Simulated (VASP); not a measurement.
# CdF2 (I4/mmm) in VASP: single point with PBE

Aim: the single point of CdF2 with PBE.

All numbers are computed with VASP 6.6.1; they aren't measurements. Logs are shortened: lines on timing, memory, paths and dates and some standing lists are left out, and cuts for length are marked.

## Step 1: The cell of the first run

It takes space group I4/mmm (No. 139, tetragonal). The conventional cell has a = 3.875 Å, b = 3.875 Å, c = 5.261 Å, α = 90.00°, β = 90.00°, γ = 90.00°. Within 3.1 Å of Cd (site symmetry 4/mmm) lie 8 F at 2.34 Å. F (site symmetry -4m2) has 4 Cd at 2.34 Å and 6 F at 2.63 to 2.74 Å within 3.1 Å.

## Step 2: Single point, PBE (engineering shear strain xy +0.0000, normal strain along z -0.0400)

File INCAR:

```
SYSTEM = CdF2
PREC = Accurate ; ENCUT = 520
EDIFF = 1E-6 ; ISMEAR = 0
SIGMA = 0.05 ; LREAL = .False.
LASPH = .True. ; NELM = 80
ALGO = Normal ; ISIF = 2
LWAVE = .False. ; LCHARG = .False.
GGA = PE ; NBANDS = 20
```

File KPOINTS:

```
regular mesh
0
Gamma
  8 8 8
  0 0 0
```

File POSCAR:

```
CdF2
1.0
    0.0000000000      2.7402705265      2.6306597054
    2.7402705265      0.0000000000      2.6306597054
    2.7402705265      2.7402705265      0.0000000000
Cd F
1 2
Direct
    0.0000000000      0.0000000000      0.0000000000
    0.2500000000      0.2500000000      0.2500000000
    0.7500000000      0.7500000000      0.7500000000
```

Potentials or basis: VASP PAW PBE potentials, release 64 (Cd, F).

Started as:

```sh
$ cat potpaw_PBE.64/Cd/POTCAR potpaw_PBE.64/F/POTCAR > POTCAR
$ mpirun -np 1 vasp_std > vasp.out
```

OUTCAR:

```text
SYSTEM = CdF2
   PREC = Accurate
   ENCUT = 520
   EDIFF = 1E-6
   ISMEAR = 0
   LREAL = .False.
   LASPH = .True.
   NELM = 80
   ISIF = 2
   GGA = PE

 ion  position               nearest neighbor table
   1  0.000  0.000  0.000-   3 2.34   3 2.34   3 2.34   2 2.34   3 2.34   2 2.34   2 2.34   2 2.34

   2  0.250  0.250  0.250-   1 2.34   1 2.34   1 2.34   1 2.34
   3  0.750  0.750  0.750-   1 2.34   1 2.34   1 2.34   1 2.34

  LATTYP: Found a body centered tetragonal cell.
 ALAT       =     3.8753277431
 C/A-ratio  =     1.3576450199

  Lattice vectors:

 A1 = (   0.0000000000,  -2.7402705265,  -2.6306597054)
 A2 = (   0.0000000000,   2.7402705265,  -2.6306597054)
 A3 = (   2.7402705265,   0.0000000000,   2.6306597054)

Analysis of symmetry for initial positions (statically):
=====================================================================
 Subroutine PRICEL returns:
 Original cell was already a primitive cell.

 Routine SETGRP: Setting up the symmetry group for a
 body centered tetragonal supercell.

 Subroutine GETGRP returns: Found 16 space group operations
 (whereof 16 operations were pure point group operations)
 out of a pool of 16 trial point group operations.

The static configuration has the point symmetry D_4h.

Analysis of symmetry for dynamics (positions and initial velocities):
=====================================================================
 Subroutine PRICEL returns:
 Original cell was already a primitive cell.

 Routine SETGRP: Setting up the symmetry group for a
 body centered tetragonal supercell.

 Subroutine GETGRP returns: Found 16 space group operations
 (whereof 16 operations were pure point group operations)
 out of a pool of 16 trial point group operations.

The dynamic configuration has the point symmetry D_4h.

 Subroutine INISYM returns: Found 16 space group operations
 (whereof 16 operations are pure point group operations),
 and found     1 'primitive' translations

----------------------------------------------------------------------------------------

                                     Primitive cell

  volume of cell :      39.5077

  direct lattice vectors                    reciprocal lattice vectors
     0.000000000  2.740270526  2.630659705    -0.182463737  0.182463737  0.190066392
     2.740270526  0.000000000  2.630659705     0.182463737 -0.182463737  0.190066392
     2.740270526  2.740270526  0.000000000     0.182463737  0.182463737 -0.190066392

  length of vectors
     3.798611989  3.798611989  3.875327743     0.320485981  0.320485981  0.320485981

  position of ions in fractional coordinates (direct lattice)
     0.000000000  0.000000000  0.000000000
     0.250000000  0.250000000  0.250000000
     0.750000000  0.750000000  0.750000000

  ion indices of the primitive-cell ions
   primitive index   ion index
                 1           1
                 2           2
                 3           3

----------------------------------------------------------------------------------------

 KPOINTS: regular mesh

Automatic generation of k-mesh.
 Grid dimensions read from file:
 generate k-points for:    8    8    8

 Generating k-lattice:

  Cartesian coordinates                     Fractional coordinates (reciprocal lattice)
    -0.022807967  0.022807967  0.023758299     0.125000000 -0.000000000  0.000000000
     0.022807967 -0.022807967  0.023758299    -0.000000000  0.125000000  0.000000000
     0.022807967  0.022807967 -0.023758299     0.000000000  0.000000000  0.125000000

  Length of vectors
     0.040060748  0.040060748  0.040060748

  Shift w.r.t. Gamma in fractional coordinates (k-lattice)
     0.000000000  0.000000000  0.000000000

 Subroutine IBZKPT returns following result:
 ===========================================

 Found     59 irreducible k-points:

 Following reciprocal coordinates:
            Coordinates               Weight
  0.000000  0.000000  0.000000      1.000000
  0.125000  0.000000  0.000000      8.000000
  0.250000  0.000000  0.000000      8.000000
  0.375000  0.000000  0.000000      8.000000
  0.500000  0.000000  0.000000      4.000000
  0.125000  0.125000  0.000000      2.000000
[... 16 lines left out ...]
  0.250000  0.000000  0.125000     16.000000
  0.375000  0.000000  0.125000     16.000000
 [... further k-points ...]
   k-points           NKPTS =     59   k-points in BZ     NKDIM =     59   number of bands    NBANDS=     20
   number of dos      NEDOS =    301   number of ions     NIONS =      3
   total plane-waves  NPLWV =  23520
   dimension x,y,z NGX =    28 NGY =   28 NGZ =   30
   dimension x,y,z NGXF=    56 NGYF=   56 NGZF=   60
   ions per type =               1   2
   NGX,Y,Z   is equivalent  to a cutoff of  12.25, 12.25, 12.87 a.u.
   NGXF,Y,Z  is equivalent  to a cutoff of  24.51, 24.51, 25.74 a.u.
 SYSTEM =  CdF2
   PREC   = accura    normal or accurate (medium, high low for compatibility)
   ISTART =      0    job   : 0-new  1-cont  2-samecut
   ICHARG =      2    charge: 1-file 2-atom 10-const
   ISPIN  =      1    spin polarized calculation?
   LNONCOLLINEAR =      F non collinear calculations
   LSORBIT =      F    spin-orbit coupling
   LASPH  =      T    aspherical Exc in radial PAW
   ENCUT  =  520.0 eV  38.22 Ry    6.18 a.u.   7.06  7.06  7.21*2*pi/ulx,y,z
   NELM   =     80;   NELMIN=  2; NELMDL= -5     # of ELM steps
   EDIFF  = 0.1E-05   stopping-criterion for ELM
   LREAL  =      F    real-space projection
   EDIFFG = 0.1E-04   stopping-criterion for IOM
   NSW    =      0    number of steps for IOM
   IBRION =     -1    ionic relax: 0-MD 1-quasi-New 2-CG
   NFREE  =      0    steps in history (QN), initial steepest desc. (CG)
   ISIF   =      2    stress and relaxation
   ISYM   =      2    0-nonsym 1-usesym 2-fastsym
   POTIM  = 0.5000    time-step for ionic-motion
   TEBEG  =    0.0;   TEEND  =   0.0 temperature during run
   PSTRESS=    0.0 pullay stress
   NELECT =      26.0000    total number of electrons
   NUPDOWN=      -1.0000    fix difference up-down
   EMIN   =  10.00;   EMAX   =-10.00  energy-range for DOS
   EFERMI =   0.00;   METHOD = LEGACY
   ISMEAR =     0;   SIGMA  =   0.05  broadening in eV -4-tet -1-fermi 0-gaus
   EFERMI_NEDOS =   21; number of points for ismear=-14 and -15
   IALGO  =     38    algorithm
   IMIX   =      4    mixing-type and parameters
     AMIX     =   0.40;   BMIX     =  1.00
     AMIX_MAG =   1.60;   BMIX_MAG =  1.00
  volume/ion in A,a.u.               =      13.17        88.87
  Fermi-wavevector in a.u.,A,eV,Ry     =   1.423985  2.690942 27.588988  2.027733
  Thomas-Fermi vector in A             =   2.544524
   LORBIT       =      0    0 simple, 1 ext, 2 COOP (PROOUT), +10 PAW based schemes
   GGA     = PE    functional components
   LHFCALC =     F    Hartree Fock is set to
   AEXX    =    0.0000 exact exchange contribution
   IVDW    =     0    specifies the selected vdW correction
   LEPSILON=     F    determine dielectric tensor
   LRPA    =     F    only Hartree local field effects (RPA)
 non-spin polarized calculation
 Gauss-broadening in eV      SIGMA  =   0.05
  energy-cutoff  :      520.00
  volume of cell :       39.51
 maximum number of plane-waves:      1084
   NGX = 15   NGY = 15   NGZ = 15

 number of electron      25.9999998 magnetization

 Free energy of the ion-electron system (eV)
  ---------------------------------------------------
  ext. energy  EPLUGINS =         0.00000000
  ---------------------------------------------------
  free energy    TOTEN  =       -10.85945975 eV

  energy without entropy =      -10.85945975  energy(sigma->0) =      -10.85945975

 E-fermi :  -1.1377     XC(G=0): -10.3575

 val. band max:       -1.3452824956   @ k =  -0.2500   0.5000   0.2500
 cond. band min:       1.6290808478   @ k =   0.0000   0.0000   0.0000
 fundamental gap:      2.9743633434
 Fermi energy:        -1.1377024578

 k-point     1 :       0.0000    0.0000    0.0000
  band No.  band energies     occupation
      1     -22.1317      2.00000
      2     -21.0476      2.00000
      3      -6.9760      2.00000
      4      -6.9760      2.00000
      5      -6.9577      2.00000
      6      -5.8236      2.00000
[... 12 lines left out ...]
     19      17.9789      0.00000
     20      18.9237      0.00000

 k-point     2 :       0.1250    0.0000    0.0000
  band No.  band energies     occupation
      1     -22.0837      2.00000
      2     -21.0909      2.00000
      3      -6.9211      2.00000
      4      -6.9052      2.00000
      5      -6.8088      2.00000
      6      -5.8390      2.00000
[... 12 lines left out ...]
     19      17.6077      0.00000
     20      18.4785      0.00000

 k-point     3 :       0.2500    0.0000    0.0000
  band No.  band energies     occupation
      1     -21.9516      2.00000
      2     -21.2083      2.00000
      3      -6.7972      2.00000
      4      -6.7664      2.00000
      5      -6.3796      2.00000
      6      -5.8459      2.00000
[... 12 lines left out ...]
     19      17.7191      0.00000
     20      18.0916      0.00000

 k-point     4 :       0.3750    0.0000    0.0000
  band No.  band energies     occupation
      1     -21.7695      2.00000
      2     -21.3731      2.00000
      3      -6.7004      2.00000
      4      -6.6499      2.00000
      5      -5.8466      2.00000
      6      -5.8060      2.00000
[... 12 lines left out ...]
     19      17.1614      0.00000
     20      17.6270      0.00000

 k-point     5 :       0.5000    0.0000    0.0000
  band No.  band energies     occupation
      1     -21.6031      2.00000
      2     -21.5318      2.00000
      3      -6.6728      2.00000
      4      -6.6136      2.00000
      5      -5.7656      2.00000
      6      -5.7312      2.00000
[... 12 lines left out ...]
     19      16.9568      0.00000
     20      17.2768      0.00000
[... 353 lines left out ...]
      6      -5.6926      2.00000
[... 12 lines left out ...]
     19      18.2472      0.00000
     20      19.7863      0.00000

 k-point    22 :       0.1250    0.0000    0.1250
  band No.  band energies     occupation
      1     -22.0733      2.00000
      2     -21.0979      2.00000
      3      -6.8828      2.00000
      4      -6.8782      2.00000
      5      -6.7804      2.00000
      6      -5.8956      2.00000
[... 12 lines left out ...]
     19      17.9996      0.00000
     20      18.8972      0.00000

 k-point    23 :       0.2500    0.0000    0.1250
  band No.  band energies     occupation
      1     -21.9769      2.00000
      2     -21.1811      2.00000
      3      -6.7659      2.00000
      4      -6.7576      2.00000
      5      -6.4537      2.00000
      6      -5.9705      2.00000
[... 12 lines left out ...]
     19      18.5273      0.00000
     20      19.2892      0.00000

 k-point    24 :       0.3750    0.0000    0.1250
  band No.  band energies     occupation
      1     -21.8213      2.00000
      2     -21.3183      2.00000
      3      -6.6513      2.00000
      4      -6.6249      2.00000
      5      -5.9854      2.00000
      6      -5.9430      2.00000
[... 12 lines left out ...]
     19      17.9155      0.00000
     20      19.3391      0.00000

 [... further k-points ...]

------------------------ aborting loop because EDIFF is reached ----------------------------------------

  FORCE on cell =-STRESS in cart. coord.  units (eV):
  Direction    XX          YY          ZZ          XY          YZ          ZX
  --------------------------------------------------------------------------------------
  -------------------------------------------------------------------------------------
  Total        0.8564708      0.8564708      1.9485374      0.0000000      0.0000000      0.0000000
  in kB       34.7329425     34.7329425     79.0201356      0.0000000      0.0000000      0.0000000
  external PRESSURE =      49.4953402 kB  Pullay stress =       0.0000000 kB

 VOLUME and BASIS-vectors are now :
 -----------------------------------------------------------------------------
  energy-cutoff  :      520.00
  volume of cell :       39.51
      direct lattice vectors                 reciprocal lattice vectors
     0.000000000  2.740270526  2.630659705    -0.182463737  0.182463737  0.190066392
     2.740270526  0.000000000  2.630659705     0.182463737 -0.182463737  0.190066392
     2.740270526  2.740270526  0.000000000     0.182463737  0.182463737 -0.190066392

 POSITION                                       TOTAL-FORCE (eV/Angst)
 -----------------------------------------------------------------------------------
      0.00000      0.00000      0.00000         0.000000      0.000000     -0.000000
      1.37014      1.37014      1.31533        -0.000000     -0.000000      0.000000
      4.11041      4.11041      3.94599         0.000000      0.000000     -0.000000
 -----------------------------------------------------------------------------------
    total drift:                                0.000000      0.000000      0.000000

  FREE ENERGIE OF THE ION-ELECTRON SYSTEM (eV)
  ---------------------------------------------------
  free  energy   TOTEN  =       -10.8594597503 eV

  energy  without entropy=      -10.8594597503  energy(sigma->0) =      -10.85945975
```

It took 25 s on 1 thread of Intel Xeon Platinum 8488C (Sapphire Rapids), shared host; peak memory 0.18 GiB.

Results:

```
Free energy            : -10.8595 eV
Pressure               : 4.9 GPa
Band gap on the k mesh : 2.97 eV (least direct gap 3.49 eV)
```

Caveat: the cell differs from its parent crystal (engineering shear strain xy +0.0000, normal strain along z -0.0400); the cell stands under pressure. A k mesh can miss the band edges.
